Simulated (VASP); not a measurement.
# In3As (Amm2) in VASP: single point with PBEsol+D3(BJ)

Aim: the single point of In3As with PBEsol+D3(BJ).

All numbers are computed with VASP 6.6.1; they aren't measurements. Logs are shortened: lines on timing, memory, paths and dates and some standing lists are left out, and cuts for length are marked.

## 1. The cell of the first run

The structure is orthorhombic, space group Amm2 (No. 38). Conventional cell: a = 4.502 Å, b = 6.367 Å, c = 6.367 Å, α = 90.00°, β = 90.00°, γ = 90.00°. Within 4.1 Å of In (site symmetry mm2) lie 4 As at 3.11 to 3.26 Å and 8 In at 3.18 Å. In (site symmetry m) has 4 As at 3.15 to 3.22 Å and 8 In at 3.18 Å within 4.1 Å. As (site symmetry mm2) has 12 In at 3.11 to 3.26 Å within 4.1 Å.

## 2. Single point, PBEsol+D3(BJ)

File INCAR:

```
ALGO = Fast
EDIFF = 1E-7
ENCUT = 520
GGA = PS
ISIF = 2
ISMEAR = 0
IVDW = 12
LASPH = T
LCHARG = T
LELF = T
LREAL = F
LVHAR = T
LWAVE = F
NBANDS = 30
NELM = 80
PREC = Accurate
SIGMA = 0.15
```

File KPOINTS:

```
k-points
0
Gamma
  10 10 10
```

File POSCAR:

```
In3As
1.0
    4.5024438172      0.0000000000      0.0000000000
    0.0000000000      4.5024438172      0.0000000000
    0.0000000000      0.0000000000      4.5024438172
In As
3 1
Direct
    0.0000000000      0.5000000000      0.5000000000
    0.5000000000      0.0000000000      0.5000000000
    0.5000000000      0.5000000000      0.0000000000
    0.0000000000     -0.0117787163     -0.0117787163
```

Potentials or basis: VASP PAW PBE potentials, release 64 (In_d, As).

On the command line:

```
$ cat potpaw_PBE.64/In_d/POTCAR potpaw_PBE.64/As/POTCAR > POTCAR
$ mpirun -np 1 vasp_std > vasp.out
```

OUTCAR:

```text
EDIFF = 1E-7
   ENCUT = 520
   GGA = PS
   ISIF = 2
   ISMEAR = 0
   IVDW = 12
   LASPH = T
   LREAL = F
   NELM = 80
   PREC = Accurate
 IVDW          = 12

 ion  position               nearest neighbor table
   1  0.000  0.500  0.500-   4 3.11   3 3.18   2 3.18   3 3.18   2 3.18   2 3.18   3 3.18   3 3.18
                             2 3.18   4 3.18   4 3.18   4 3.26
   2  0.500  0.000  0.500-   4 3.15   4 3.15   1 3.18   3 3.18   1 3.18   3 3.18   3 3.18   1 3.18
                             3 3.18   1 3.18   4 3.22   4 3.22
   3  0.500  0.500  0.000-   4 3.15   4 3.15   1 3.18   1 3.18   2 3.18   2 3.18   2 3.18   1 3.18
                             2 3.18   1 3.18   4 3.22   4 3.22
   4  0.000  0.988  0.988-   1 3.11   2 3.15   3 3.15   2 3.15   3 3.15   1 3.18   1 3.18   3 3.22
                             2 3.22   2 3.22   3 3.22   1 3.26

  LATTYP: Found a simple cubic cell.
 ALAT       =     4.5024438172

  Lattice vectors:

 A1 = (   4.5024438172,   0.0000000000,   0.0000000000)
 A2 = (   0.0000000000,   4.5024438172,   0.0000000000)
 A3 = (   0.0000000000,   0.0000000000,   4.5024438172)

Analysis of symmetry for initial positions (statically):
=====================================================================
 Subroutine PRICEL returns:
 Original cell was already a primitive cell.

 Routine SETGRP: Setting up the symmetry group for a
 simple cubic supercell.

 Subroutine GETGRP returns: Found  4 space group operations
 (whereof  4 operations were pure point group operations)
 out of a pool of 48 trial point group operations.

The static configuration has the point symmetry C_2v.

Analysis of symmetry for dynamics (positions and initial velocities):
=====================================================================
 Subroutine PRICEL returns:
 Original cell was already a primitive cell.

 Routine SETGRP: Setting up the symmetry group for a
 simple cubic supercell.

 Subroutine GETGRP returns: Found  4 space group operations
 (whereof  4 operations were pure point group operations)
 out of a pool of 48 trial point group operations.

The dynamic configuration has the point symmetry C_2v.

 Subroutine INISYM returns: Found  4 space group operations
 (whereof  4 operations are pure point group operations),
 and found     1 'primitive' translations

----------------------------------------------------------------------------------------

[... 97 lines left out ...]
   LREAL  =      F    real-space projection
   EDIFFG = 0.1E-05   stopping-criterion for IOM
   NSW    =      0    number of steps for IOM
   IBRION =     -1    ionic relax: 0-MD 1-quasi-New 2-CG
   NFREE  =      0    steps in history (QN), initial steepest desc. (CG)
   ISIF   =      2    stress and relaxation
   ISYM   =      2    0-nonsym 1-usesym 2-fastsym
   POTIM  = 0.5000    time-step for ionic-motion
   TEBEG  =    0.0;   TEEND  =   0.0 temperature during run
   PSTRESS=    0.0 pullay stress
   NELECT =      44.0000    total number of electrons
   NUPDOWN=      -1.0000    fix difference up-down
   EMIN   =  10.00;   EMAX   =-10.00  energy-range for DOS
   EFERMI =   0.00;   METHOD = LEGACY
   ISMEAR =     0;   SIGMA  =   0.15  broadening in eV -4-tet -1-fermi 0-gaus
   EFERMI_NEDOS =   21; number of points for ismear=-14 and -15
   IALGO  =     68    algorithm
   IMIX   =      4    mixing-type and parameters
     AMIX     =   0.40;   BMIX     =  1.00
     AMIX_MAG =   1.60;   BMIX_MAG =  1.00
  volume/ion in A,a.u.               =      22.82       153.99
  Fermi-wavevector in a.u.,A,eV,Ry     =   1.283642  2.425733 22.418837  1.647738
  Thomas-Fermi vector in A             =   2.415883
   LORBIT       =      0    0 simple, 1 ext, 2 COOP (PROOUT), +10 PAW based schemes
   GGA     = PS    functional components
   LHFCALC =     F    Hartree Fock is set to
   AEXX    =    0.0000 exact exchange contribution
   IVDW    =    12    specifies the selected vdW correction
   LEPSILON=     F    determine dielectric tensor
   LRPA    =     F    only Hartree local field effects (RPA)
 non-spin polarized calculation
 RMM-DIIS sequential band-by-band and
 Gauss-broadening in eV      SIGMA  =   0.15
  energy-cutoff  :      520.00
  volume of cell :       91.27
 maximum number of plane-waves:      2517
 NGX is ok and might be reduce to    36
   NGX = 17   NGY = 17   NGZ = 17

 number of electron      44.0000041 magnetization

 Free energy of the ion-electron system (eV)
  ---------------------------------------------------
  ext. energy  EPLUGINS =         0.00000000
  ---------------------------------------------------
  free energy    TOTEN  =       -13.72114503 eV

  energy without entropy =      -13.69489999  energy(sigma->0) =      -13.70802251

 E-fermi :   7.8077     XC(G=0): -10.8135

 val. band max:        7.8065421693   @ k =   0.2000   0.1000   0.0000
 cond. band min:       7.8292898490   @ k =  -0.3000  -0.2000   0.2000
 fundamental gap:      0.0227476796
 Fermi energy:         7.8077434075

 k-point     1 :       0.0000    0.0000    0.0000
  band No.  band energies     occupation
      1      -7.0571      2.00000
      2      -7.0191      2.00000
      3      -7.0190      2.00000
      4      -7.0189      2.00000
      5      -6.8087      2.00000
      6      -6.8086      2.00000
[... 781 lines left out ...]
     29      14.0131      0.00000
     30      14.3761      0.00000

 [... further k-points ...]

------------------------ aborting loop because EDIFF is reached ----------------------------------------

 Edisp (eV)   -1.58646

 E8    (eV) :    -1.1204

  FORCE on cell =-STRESS in cart. coord.  units (eV):
  Direction    XX          YY          ZZ          XY          YZ          ZX
  --------------------------------------------------------------------------------------
  -------------------------------------------------------------------------------------
  Total       0.01362     0.01673     0.01673    -0.00000    -0.00418     0.00000
  in kB       0.23914     0.29366     0.29366    -0.00000    -0.07333     0.00000
  external pressure =        0.28 kB  Pullay stress =        0.00 kB

 VOLUME and BASIS-vectors are now :
 -----------------------------------------------------------------------------
  energy-cutoff  :      520.00
  volume of cell :       91.27
      direct lattice vectors                 reciprocal lattice vectors
     4.502443817  0.000000000  0.000000000     0.222101605  0.000000000  0.000000000
     0.000000000  4.502443817  0.000000000     0.000000000  0.222101605  0.000000000
     0.000000000  0.000000000  4.502443817     0.000000000  0.000000000  0.222101605

 POSITION                                       TOTAL-FORCE (eV/Angst)
 -----------------------------------------------------------------------------------
      0.00000      2.25122      2.25122         0.000000     -0.030817     -0.030817
      2.25122      0.00000      2.25122         0.000000      0.073927     -0.030274
      2.25122      2.25122      0.00000         0.000000     -0.030274      0.073927
      0.00000      4.44941      4.44941         0.000000     -0.012836     -0.012836
 -----------------------------------------------------------------------------------
    total drift:                                0.000000      0.000120      0.000120

  FREE ENERGIE OF THE ION-ELECTRON SYSTEM (eV)
  ---------------------------------------------------
  free  energy   TOTEN  =       -15.3076098985 eV

  energy  without entropy=      -15.2813648589  energy(sigma->0) =      -15.29448738
```

OSZICAR:

```text
N       E                     dE             d eps       ncg     rms          rms(c)
DAV:   1     0.398639897354E+03    0.39864E+03   -0.21253E+04 11160   0.198E+03
[... 13 lines left out ...]
RMM:  15    -0.137211501991E+02    0.14659E-05   -0.25663E-06 17074   0.109E-02    0.151E-01
RMM:  16    -0.137211448600E+02    0.53392E-05   -0.33136E-05 19282   0.662E-02    0.146E-02
RMM:  17    -0.137211451770E+02   -0.31701E-06   -0.14231E-06 15370   0.943E-03    0.177E-02
RMM:  18    -0.137211454125E+02   -0.23551E-06   -0.43811E-07  9889   0.602E-03    0.170E-02
RMM:  19    -0.137211452221E+02    0.19034E-06   -0.17341E-07  6532   0.444E-03    0.471E-03
RMM:  20    -0.137211450144E+02    0.20771E-06   -0.10287E-07  6558   0.252E-03    0.412E-03
RMM:  21    -0.137211450311E+02   -0.16644E-07   -0.81624E-08  6975   0.337E-03
   1 F= -.15307610E+02 E0= -.15294487E+02  d E =-.262450E-01
```

stdout:

```text
POSCAR found type information on POSCAR InAs
 POSCAR found :  2 types and       4 ions
 scaLAPACK will be used
 -----------------------------------------------------------------------------
|                                                                             |
|                                                                             |
|     You enforced a specific xc type in the INCAR file but a different       |
|     I HOPE YOU KNOW WHAT YOU ARE DOING!                                     |
|                                                                             |
 -----------------------------------------------------------------------------

 LDA part: xc-table for (Slater+PW92), standard interpolation
 POSCAR, INCAR and KPOINTS ok, starting setup
 FFT: planning ... GRIDC
 FFT: planning ... GRID_SOFT
 FFT: planning ... GRID
 WAVECAR not read
 entering main loop
WARNING in EDDRMM: call to ZHEGV failed, returncode =   8  4     29
WARNING in EDDRMM: call to ZHEGV failed, returncode =   8  4     29
 num prob  num prob RMM:  20    -0.137211450144E+02    0.20771E-06   -0.10287E-07  6558   0.252E-03    0.412E-03
 num prob  num prob  num prob  num prob  num prob  num prob  num prob  num prob  num prob  num prob  num prob RMM:  21    -0.137211450311E+02   -0.16644E-07   -0.81624E-08  6975   0.337E-03
```

Wall time 7.6 min (1 thread of AMD EPYC 9R45 (Zen 5), shared host); peak memory 0.5 GiB.

What came out:

```
Free energy                : -15.3076 eV
Pressure                   : 0.0 GPa
Largest force              : 0.080 eV/Å
Band gap on the k mesh     : zero (bands 22 and 23 overlap by 4.54 eV)
Dispersion energy per atom : -0.397 eV
```

Forces on the atoms (eV/Å):
```
In   0.000 -0.031 -0.031
In   0.000  0.074 -0.030
In   0.000 -0.030  0.074
As   0.000 -0.013 -0.013
```

Levels at points of the mesh, in eV from the Fermi level:
```
           k point  band 18  band 19  band 20  band 21  band 22  band 23  band 24  band 25  band 26  band 27
(0.00, 0.00, 0.00)    -3.39    -3.39    -3.39    -1.80    -1.79     2.15     2.15     2.15     4.74     4.74
(0.50, 0.00, 0.00)    -4.40    -1.92    -1.92    -0.91    -0.36    -0.28    -0.01     1.23     5.03     5.04
(0.00, 0.50, 0.00)    -4.40    -1.93    -1.92    -0.91    -0.32    -0.28    -0.04     1.23     5.03     5.03
(0.50, 0.50, 0.00)    -6.47    -6.33    -1.00    -0.50     0.60     0.60     1.85     1.86     1.97     2.18
(0.00, 0.50, 0.50)    -6.47    -6.32    -0.97    -0.54     0.60     0.61     1.85     1.86     1.97     2.18
(0.50, 0.50, 0.50)    -4.67    -4.63    -4.38    -4.33    -4.33    -3.91     5.17     5.17     5.17     9.54
```

Caveat: the cell differs from its parent crystal (all As atoms moved +0.075 Å, as atom 4 towards its neighbour atom 1 (In) at 3.184 Å); the PAW data sets were made with another functional, which shifts forces and pressure a little; spin-orbit coupling is left out, which moves the levels of the heavy elements.
